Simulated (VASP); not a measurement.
Runs of VASP 6.6.1 on HgTe. The structure is that of space group I-4m2 (No. 119), or close to it. The cells are those of the table. 

```csv
cell,pressure (GPa)
"a = 4.674, b = 4.674, c = 4.787 Å, angles 59.2, 59.2, 61.6°, 2 atoms",-2.4
"a = 4.564, b = 4.564, c = 4.787 Å, angles 58.4, 58.4, 63.2°, 2 atoms",(a)
"a = 4.446, b = 4.446, c = 4.559 Å, angles 59.2, 59.2, 61.7°, 2 atoms",4.2
"a = 4.564, b = 4.564, c = 4.331 Å, angles 61.7, 61.7, 56.6°, 2 atoms",4.2
```

Alike in all rows: task single point; level PBEsol; potentials or basis VASP PAW PBE potentials, release 64 (Hg, Te); no spin polarisation; k mesh 14 × 14 × 14; cutoff (eV) 520; smearing gaussian 0.15 eV.

Q: Estimate the missing entries.

A: (a) -0.8.

Caveats: the PAW data sets were made with another functional, which shifts forces and pressure a little; the cell stands under pressure (at least some runs).
